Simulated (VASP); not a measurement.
Sn:

```
Sn
1.0
     0.00000    2.41248    2.41248
     2.41248    0.00000    2.41248
     2.41248    2.41248    0.00000
Sn
1
Direct
  0.00000 0.00000 0.00000
```

This isn't the form of Sn at room conditions, which is tetragonal (white tin).

Base run:

- Program: VASP 6.6.1
- Functional: r2SCAN
- Potentials or basis: VASP PAW PBE potentials, release 64 (Sn_d)
- Cutoff: 550 eV
- k mesh: 16 × 16 × 16
- Occupations: gaussian, width 0.05 eV
- Spin: no spin polarisation

Its results: band gap on the k mesh zero (bands 7 and 8 overlap by 9.87 eV); pressure -1.4 GPa.

Q: The run is repeated on the same cell with these changes: functional from r2SCAN to PBE; cutoff from 550 eV to 500 eV; k mesh from 16 × 16 × 16 to 8 × 8 × 8. What comes out?

A: Band gap on the k mesh zero (bands 7 and 8 overlap by 9.11 eV); pressure 0.0 GPa.

Several settings changed at once.

Caveats: spin-orbit coupling is left out, which moves the levels of the heavy elements; the PAW data sets were made with another functional, which shifts forces and pressure a little (at least some runs).
